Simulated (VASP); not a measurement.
# TaWC2 (R-3m) in VASP: notebook

The runs below take TaWC2 through single point, relaxation of cell and atoms, with r2SCAN, PBEsol+U.

All numbers are computed with VASP 6.6.1; they aren't measurements. Logs are shortened: lines on timing, memory, paths and dates and some standing lists are left out, and cuts for length are marked.

### Step 1. The cell of the first run

It takes space group R-3m (No. 166, trigonal). Conventional cell: a = 3.165 Å, b = 3.165 Å, c = 15.406 Å, α = 90.00°, β = 90.00°, γ = 120.00°. W (site symmetry -3m) has 6 C at 2.22 Å within 2.9 Å. Ta (site symmetry -3m) has 6 C at 2.24 Å within 3.0 Å. C (site symmetry 3m) has 3 W at 2.22 Å and 3 Ta at 2.24 Å within 2.9 Å.

### Step 2. Single point, r2SCAN

POSCAR reads:

```
TaWC2
1.0
    1.5822650862      0.9135211734      5.1354062173
   -1.5822650862      0.9135211734      5.1354062173
    0.0000000000     -1.8270423469      5.1354062173
W Ta C
1 1 2
Direct
    0.0000000000      0.0000000000      0.0000000000
    0.5000000000      0.5000000000      0.5000000000
    0.2509330000      0.2509330000      0.2509330000
    0.7490670000      0.7490670000      0.7490670000
```

INCAR.step1 reads:

```
SYSTEM = TaWC2
PREC = Accurate
ENCUT = 520
ISMEAR = -1
SIGMA = 0.05
LREAL = .FALSE.
LASPH = .TRUE.
NELM = 60
NBANDS = 24
GGA = PE
ALGO = Normal
EDIFF = 1E-4
LWAVE = .TRUE.
LCHARG = .FALSE.
```

INCAR.step2 reads:

```
SYSTEM = TaWC2
PREC = Accurate
ENCUT = 520
EDIFF = 1E-6
ISMEAR = -1
SIGMA = 0.05
LREAL = .FALSE.
LASPH = .TRUE.
NELM = 60
ALGO = Normal
ISIF = 2
LWAVE = .FALSE.
LCHARG = .TRUE.
METAGGA = R2SCAN
LMIXTAU = .TRUE.
LELF = .TRUE.
LVHAR = .TRUE.
NBANDS = 24
ISTART = 1
```

KPOINTS reads:

```
regular mesh
0
G
  10 10 10
  0 0 0
```

Potentials or basis: VASP PAW PBE potentials, release 64 (W_sv, Ta_pv, C).

Started as:

```sh
$ cat potpaw_PBE.64/W_sv/POTCAR potpaw_PBE.64/Ta_pv/POTCAR potpaw_PBE.64/C/POTCAR > POTCAR
$ cp INCAR.step1 INCAR
$ mpirun -np 1 vasp_std > vasp.out
$ cp INCAR.step2 INCAR
$ mpirun -np 1 vasp_std > vasp.out
```

OUTCAR:

```text
SYSTEM = TaWC2
   PREC = Accurate
   ENCUT = 520
   EDIFF = 1E-6
   ISMEAR = -1
   LREAL = .FALSE.
   LASPH = .TRUE.
   NELM = 60
   ISIF = 2
   METAGGA = R2SCAN
   ISTART = 1

 ion  position               nearest neighbor table
   1  0.000  0.000  0.000-   4 2.22   3 2.22   4 2.22   4 2.22   3 2.22   3 2.22   2 3.15   2 3.15
                             2 3.15   2 3.15   2 3.15   2 3.15
   2  0.500  0.500  0.500-   3 2.24   4 2.24   3 2.24   3 2.24   4 2.24   4 2.24   1 3.15   1 3.15
                             1 3.15   1 3.15   1 3.15   1 3.15
   3  0.251  0.251  0.251-   1 2.22   1 2.22   1 2.22   2 2.24   2 2.24   2 2.24
   4  0.749  0.749  0.749-   1 2.22   1 2.22   1 2.22   2 2.24   2 2.24   2 2.24

  LATTYP: Found a trigonal (rhomboedric) cell.
 ALAT       =     5.4507321301
 COS(alpha) =     0.8314693846

  Lattice vectors:

 A1 = (   1.5822650862,   0.9135211734,   5.1354062173)
 A2 = (  -1.5822650862,   0.9135211734,   5.1354062173)
 A3 = (   0.0000000000,  -1.8270423469,   5.1354062173)

Analysis of symmetry for initial positions (statically):
=====================================================================
 Subroutine PRICEL returns:
 Original cell was already a primitive cell.

 Routine SETGRP: Setting up the symmetry group for a
 trigonal (rhombohedral) supercell.

 Subroutine GETGRP returns: Found 12 space group operations
 (whereof 12 operations were pure point group operations)
 out of a pool of 12 trial point group operations.

The static configuration has the point symmetry D_3d.

Analysis of symmetry for dynamics (positions and initial velocities):
=====================================================================
 Subroutine PRICEL returns:
 Original cell was already a primitive cell.

 Routine SETGRP: Setting up the symmetry group for a
 trigonal (rhombohedral) supercell.

 Subroutine GETGRP returns: Found 12 space group operations
 (whereof 12 operations were pure point group operations)
 out of a pool of 12 trial point group operations.

The dynamic configuration has the point symmetry D_3d.

 Subroutine INISYM returns: Found 12 space group operations
 (whereof 12 operations are pure point group operations),
 and found     1 'primitive' translations

----------------------------------------------------------------------------------------

                                     Primitive cell

  volume of cell :      44.5373

  direct lattice vectors                    reciprocal lattice vectors
     1.582265086  0.913521173  5.135406217     0.316002675  0.182444230  0.064908854
    -1.582265086  0.913521173  5.135406217    -0.316002675  0.182444230  0.064908854
     0.000000000 -1.827042347  5.135406217     0.000000000 -0.364888459  0.064908854

  length of vectors
     5.450732130  5.450732130  5.450732130     0.370616712  0.370616712  0.370616712

  position of ions in fractional coordinates (direct lattice)
     0.000000000  0.000000000  0.000000000
     0.500000000  0.500000000  0.500000000
     0.250933000  0.250933000  0.250933000
     0.749067000  0.749067000  0.749067000

  ion indices of the primitive-cell ions
   primitive index   ion index
                 1           1
                 2           2
                 3           3
                 4           4

----------------------------------------------------------------------------------------

 KPOINTS: regular mesh

Automatic generation of k-mesh.
 Grid dimensions read from file:
 generate k-points for:   10   10   10

 Generating k-lattice:

  Cartesian coordinates                     Fractional coordinates (reciprocal lattice)
     0.031600268  0.018244423  0.006490885     0.100000000  0.000000000  0.000000000
    -0.031600268  0.018244423  0.006490885     0.000000000  0.100000000  0.000000000
     0.000000000 -0.036488846  0.006490885     0.000000000  0.000000000  0.100000000

  Length of vectors
     0.037061671  0.037061671  0.037061671

  Shift w.r.t. Gamma in fractional coordinates (k-lattice)
     0.000000000  0.000000000  0.000000000

 Subroutine IBZKPT returns following result:
 ===========================================

 Found    116 irreducible k-points:

 Following reciprocal coordinates:
            Coordinates               Weight
  0.000000  0.000000  0.000000      1.000000
  0.100000  0.000000 -0.000000      6.000000
  0.200000  0.000000 -0.000000      6.000000
  0.300000  0.000000  0.000000      6.000000
  0.400000  0.000000 -0.000000      6.000000
  0.500000  0.000000  0.000000      3.000000
[... 16 lines left out ...]
  0.300000  0.300000 -0.000000      6.000000
  0.400000  0.300000  0.000000     12.000000
 [... further k-points ...]
   k-points           NKPTS =    116   k-points in BZ     NKDIM =    116   number of bands    NBANDS=     24
   number of dos      NEDOS =    301   number of ions     NIONS =      4
   total plane-waves  NPLWV =  74088
   dimension x,y,z NGX =    42 NGY =   42 NGZ =   42
   dimension x,y,z NGXF=    84 NGYF=   84 NGZF=   84
   ions per type =               1   1   2
   NGX,Y,Z   is equivalent  to a cutoff of  12.81, 12.81, 12.81 a.u.
   NGXF,Y,Z  is equivalent  to a cutoff of  25.62, 25.62, 25.62 a.u.
 SYSTEM =  TaWC2
   PREC   = accura    normal or accurate (medium, high low for compatibility)
   ISTART =      1    job   : 0-new  1-cont  2-samecut
   ICHARG =      0    charge: 1-file 2-atom 10-const
   ISPIN  =      1    spin polarized calculation?
   LNONCOLLINEAR =      F non collinear calculations
   LSORBIT =      F    spin-orbit coupling
   LASPH  =      T    aspherical Exc in radial PAW
   ENCUT  =  520.0 eV  38.22 Ry    6.18 a.u.  10.13 10.13 10.13*2*pi/ulx,y,z
   NELM   =     60;   NELMIN=  2; NELMDL=  0     # of ELM steps
   EDIFF  = 0.1E-05   stopping-criterion for ELM
   LREAL  =      F    real-space projection
   EDIFFG = 0.1E-04   stopping-criterion for IOM
   NSW    =      0    number of steps for IOM
   IBRION =     -1    ionic relax: 0-MD 1-quasi-New 2-CG
   NFREE  =      0    steps in history (QN), initial steepest desc. (CG)
   ISIF   =      2    stress and relaxation
   ISYM   =      2    0-nonsym 1-usesym 2-fastsym
   POTIM  = 0.5000    time-step for ionic-motion
   TEBEG  =    0.0;   TEEND  =   0.0 temperature during run
   PSTRESS=    0.0 pullay stress
   NELECT =      33.0000    total number of electrons
   NUPDOWN=      -1.0000    fix difference up-down
   EMIN   =  10.00;   EMAX   =-10.00  energy-range for DOS
   EFERMI =   0.00;   METHOD = LEGACY
   ISMEAR =    -1;   SIGMA  =   0.05  broadening in eV -4-tet -1-fermi 0-gaus
   EFERMI_NEDOS =   21; number of points for ismear=-14 and -15
   IALGO  =     38    algorithm
   IMIX   =      4    mixing-type and parameters
     AMIX     =   0.40;   BMIX     =  1.00
     AMIX_MAG =   1.60;   BMIX_MAG =  1.00
  volume/ion in A,a.u.               =      11.13        75.14
  Fermi-wavevector in a.u.,A,eV,Ry     =   1.481397  2.799435 29.858496  2.194538
  Thomas-Fermi vector in A             =   2.595312
   LORBIT       =      0    0 simple, 1 ext, 2 COOP (PROOUT), +10 PAW based schemes
   METAGGA = R2SCAN    functional components
   LHFCALC =     F    Hartree Fock is set to
   AEXX    =    0.0000 exact exchange contribution
   IVDW    =     0    specifies the selected vdW correction
   LEPSILON=     F    determine dielectric tensor
   LRPA    =     F    only Hartree local field effects (RPA)
 non-spin polarized calculation
  energy-cutoff  :      520.00
  volume of cell :       44.54
 maximum number of plane-waves:      1214
 NGX is ok and might be reduce to    42
   NGX = 21   NGY = 21   NGZ = 21

 number of electron      33.0000002 magnetization

 Free energy of the ion-electron system (eV)
  ---------------------------------------------------
  ext. energy  EPLUGINS =         0.00000000
  ---------------------------------------------------
  free energy    TOTEN  =      -120.49481488 eV

  energy without entropy =     -120.48046468  energy(sigma->0) =     -120.48763978

 E-fermi :  10.0590     XC(G=0): -14.3510

 val. band max:       10.0564156750   @ k =  -0.2000   0.2000   0.2000
 cond. band min:      10.0769653209   @ k =  -0.1000   0.5000   0.1000
 fundamental gap:      0.0205496458
 Fermi energy:        10.0590117851

 k-point     1 :       0.0000    0.0000    0.0000
  band No.  band energies     occupation
      1     -67.3196      2.00000
      2     -30.9190      2.00000
      3     -30.7340      2.00000
      4     -30.7340      2.00000
      5     -27.0748      2.00000
      6     -26.7215      2.00000
[... 16 lines left out ...]
     23      13.1133      0.00000
     24      15.4351      0.00000

 k-point     2 :       0.1000    0.0000   -0.0000
  band No.  band energies     occupation
      1     -67.3175      2.00000
      2     -30.9109      2.00000
      3     -30.7711      2.00000
      4     -30.7426      2.00000
      5     -27.0685      2.00000
      6     -26.7742      2.00000
[... 16 lines left out ...]
     23      12.8611      0.00000
     24      16.2655      0.00000

 k-point     3 :       0.2000    0.0000   -0.0000
  band No.  band energies     occupation
      1     -67.3124      2.00000
      2     -30.8900      2.00000
      3     -30.8667      2.00000
      4     -30.7650      2.00000
      5     -27.0519      2.00000
      6     -26.9097      2.00000
[... 16 lines left out ...]
     23      14.1514      0.00000
     24      16.3816      0.00000

 k-point     4 :       0.3000    0.0000    0.0000
  band No.  band energies     occupation
      1     -67.3060      2.00000
      2     -30.9835      2.00000
      3     -30.8634      2.00000
      4     -30.7926      2.00000
      5     -27.0740      2.00000
      6     -27.0300      2.00000
[... 16 lines left out ...]
     23      14.8563      0.00000
     24      16.0956      0.00000

 k-point     5 :       0.4000    0.0000   -0.0000
  band No.  band energies     occupation
      1     -67.3009      2.00000
      2     -31.0761      2.00000
      3     -30.8421      2.00000
      4     -30.8147      2.00000
      5     -27.2021      2.00000
      6     -27.0135      2.00000
[... 16 lines left out ...]
     23      15.5662      0.00000
     24      16.6083      0.00000

 k-point     6 :       0.5000    0.0000    0.0000
  band No.  band energies     occupation
      1     -67.2989      2.00000
      2     -31.1112      2.00000
      3     -30.8340      2.00000
      4     -30.8232      2.00000
      5     -27.2505      2.00000
      6     -27.0069      2.00000
[... 16 lines left out ...]
     23      15.8384      0.00000
     24      16.5863      0.00000
[... 379 lines left out ...]
 k-point    21 :      -0.3000    0.2000   -0.0000
  band No.  band energies     occupation
      1     -67.2989      2.00000
      2     -31.0501      2.00000
      3     -30.8881      2.00000
      4     -30.8369      2.00000
      5     -27.1643      2.00000
      6     -27.0029      2.00000
[... 16 lines left out ...]
     23      14.5463      0.00000
     24      15.4425      0.00000

 k-point    22 :      -0.2000    0.2000    0.0000
  band No.  band energies     occupation
      1     -67.3031      2.00000
      2     -31.0025      2.00000
      3     -30.8536      2.00000
      4     -30.8412      2.00000
      5     -27.0992      2.00000
      6     -27.0180      2.00000
[... 16 lines left out ...]
     23      14.9508      0.00000
     24      15.6055      0.00000

 k-point    23 :       0.3000    0.3000   -0.0000
  band No.  band energies     occupation
      1     -67.3060      2.00000
      2     -30.9856      2.00000
      3     -30.8651      2.00000
      4     -30.7931      2.00000
      5     -27.0720      2.00000
      6     -27.0244      2.00000
[... 16 lines left out ...]
     23      16.1264      0.00000
     24      16.4724      0.00000

 k-point    24 :       0.4000    0.3000    0.0000
  band No.  band energies     occupation
      1     -67.3025      2.00000
      2     -31.0350      2.00000
      3     -30.8523      2.00000
      4     -30.8248      2.00000
      5     -27.1349      2.00000
      6     -27.0122      2.00000
[... 16 lines left out ...]
     23      16.0645      0.00000
     24      16.7011      0.00000

 [... further k-points ...]

------------------------ aborting loop because EDIFF is reached ----------------------------------------

  FORCE on cell =-STRESS in cart. coord.  units (eV):
  Direction    XX          YY          ZZ          XY          YZ          ZX
  --------------------------------------------------------------------------------------
  -------------------------------------------------------------------------------------
  Total       -3.0715375     -3.0715375     -3.0838775      0.0000000      0.0000000      0.0000000
  in kB     -110.4949645   -110.4949645   -110.9388837      0.0000000      0.0000000      0.0000000
  external PRESSURE =    -110.6429376 kB  Pullay stress =       0.0000000 kB

 VOLUME and BASIS-vectors are now :
 -----------------------------------------------------------------------------
  energy-cutoff  :      520.00
  volume of cell :       44.54
      direct lattice vectors                 reciprocal lattice vectors
     1.582265086  0.913521173  5.135406217     0.316002675  0.182444230  0.064908854
    -1.582265086  0.913521173  5.135406217    -0.316002675  0.182444230  0.064908854
     0.000000000 -1.827042347  5.135406217     0.000000000 -0.364888459  0.064908854

 POSITION                                       TOTAL-FORCE (eV/Angst)
 -----------------------------------------------------------------------------------
      0.00000      0.00000      0.00000         0.000000      0.000000      0.000000
      0.00000     -0.00000      7.70311         0.000000      0.000000      0.000000
      0.00000     -0.00000      3.86593         0.000000      0.000000     -0.003269
      0.00000     -0.00000     11.54029         0.000000     -0.000000      0.003269
 -----------------------------------------------------------------------------------
    total drift:                                0.000000      0.000000      0.000000

  FREE ENERGIE OF THE ION-ELECTRON SYSTEM (eV)
  ---------------------------------------------------
  free  energy   TOTEN  =      -120.4948148758 eV

  energy  without entropy=     -120.4804646774  energy(sigma->0) =     -120.48763978
```

Wall time 11 min (1 thread of AMD EPYC 9R45 (Zen 5), shared host); peak memory 0.35 GiB.

Results:

```
Free energy            : -120.4948 eV
Pressure               : -11.1 GPa
Largest force          : 0.003 eV/Å
Band gap on the k mesh : zero (an odd number of electrons rules out a gap without spin polarisation)
```

Forces on the atoms (eV/Å):
```
W    0.000  0.000  0.000
Ta   0.000  0.000  0.000
C    0.000  0.000 -0.003
C    0.000  0.000  0.003
```

Levels at points of the mesh, in eV from the Fermi level:
```tsv
k point	band 13	band 14	band 15	band 16	band 17	band 18	band 19	band 20	band 21	band 22
(0.00, 0.00, 0.00)	-2.19	-2.19	-2.05	-0.91	-0.91	-0.85	-0.29	-0.29	1.94	1.94
(0.50, 0.00, 0.00)	-5.69	-5.04	-4.67	-1.34	-0.69	1.44	2.17	3.10	3.64	5.07
(0.50, 0.50, 0.00)	-5.44	-5.11	-2.40	-2.33	1.21	1.65	1.72	2.57	3.43	3.62
(0.50, 0.50, 0.50)	-5.16	-4.56	-4.56	-0.99	-0.99	0.22	0.23	0.23	0.80	4.94
```

Caveat: the cell stands under tension; the PAW data sets were made with another functional, which shifts forces and pressure a little; spin-orbit coupling is left out, which moves the levels of the heavy elements; an odd number of electrons without spin polarisation forces a metal; a magnetic or distorted state may lie lower.

### Step 3. Single point, r2SCAN

This run uses another cell than the first one, of 11.35 Å³/atom.

POSCAR reads:

```
TaWC2
1.0
    1.5925398227      0.9194532953      5.1687539453
   -1.5925398227      0.9194532953      5.1687539453
    0.0000000000     -1.8389065907      5.1687539453
W Ta C
1 1 2
Direct
    0.0000000000      0.0000000000      0.0000000000
    0.5000000000      0.5000000000      0.5000000000
    0.2509330000      0.2509330000      0.2509330000
    0.7490670000      0.7490670000      0.7490670000
```

INCAR.step1 reads:

```
PREC     = Accurate       # precision mode
ENCUT    = 520            # plane-wave cutoff, eV
ISMEAR   = -1             # smearing method
SIGMA    = 0.05           # smearing width, eV
LREAL    = F              # projectors in reciprocal space
LASPH    = T              # aspherical terms in the spheres
NELM     = 100            # most SCF steps
NBANDS   = 24             # bands
GGA      = PE             # functional
ALGO     = Normal         # electronic algorithm
EDIFF    = 1E-4           # SCF threshold, eV
LWAVE    = T              # write WAVECAR
LCHARG   = F              # write CHGCAR
```

INCAR.step2 reads:

```
PREC     = Accurate       # precision mode
ENCUT    = 520            # plane-wave cutoff, eV
EDIFF    = 1E-7           # SCF threshold, eV
ISMEAR   = -1             # smearing method
SIGMA    = 0.05           # smearing width, eV
LREAL    = F              # projectors in reciprocal space
LASPH    = T              # aspherical terms in the spheres
NELM     = 100            # most SCF steps
ALGO     = Normal         # electronic algorithm
ISIF     = 2              # what is computed and relaxed
LWAVE    = F              # write WAVECAR
LCHARG   = F              # write CHGCAR
METAGGA  = R2SCAN         # meta-GGA
LMIXTAU  = T            
NBANDS   = 24             # bands
ISTART   = 1
```

KPOINTS reads:

```
Automatic mesh
0
Gamma
  10 10 10
```

Potentials or basis: VASP PAW PBE potentials, release 64 (W_sv, Ta_pv, C).

Started as:

```sh
$ cat potpaw_PBE.64/W_sv/POTCAR potpaw_PBE.64/Ta_pv/POTCAR potpaw_PBE.64/C/POTCAR > POTCAR
$ cp INCAR.step1 INCAR
$ mpirun -np 1 vasp_std > vasp.out
$ cp INCAR.step2 INCAR
$ mpirun -np 1 vasp_std > vasp.out
```

Wall time 12 min (1 thread of AMD EPYC 9R45 (Zen 5), shared host); peak memory 0.35 GiB.

Results (log left out):

- Free energy: -120.4190 eV
- Pressure: -16.8 GPa
- Largest force: 0.009 eV/Å
- Band gap on the k mesh: zero (an odd number of electrons rules out a gap without spin polarisation)

Forces on the atoms (eV/Å):
```
W    0.000  0.000  0.000
Ta   0.000  0.000  0.000
C    0.000  0.000 -0.009
C    0.000  0.000  0.009
```

Levels at points of the mesh, in eV from the Fermi level:
| k point | band 15 | band 16 | band 17 | band 18 | band 19 | band 20 |
| --- | --- | --- | --- | --- | --- | --- |
| (0.00, 0.00, 0.00) | -2.00 | -0.88 | -0.88 | -0.82 | -0.29 | -0.29 |
| (0.50, 0.00, 0.00) | -4.58 | -1.32 | -0.67 | 1.39 | 2.10 | 3.01 |
| (0.50, 0.50, 0.00) | -2.37 | -2.31 | 1.16 | 1.59 | 1.66 | 2.49 |
| (0.50, 0.50, 0.50) | -4.46 | -0.97 | -0.97 | 0.20 | 0.23 | 0.23 |

Caveat: the cell stands under tension; the PAW data sets were made with another functional, which shifts forces and pressure a little; spin-orbit coupling is left out, which moves the levels of the heavy elements; an odd number of electrons without spin polarisation forces a metal; a magnetic or distorted state may lie lower.

(Part 1 of 2 ends here.)

The gap in the log of VASP goes by the Fermi energy; the results here count the filled bands.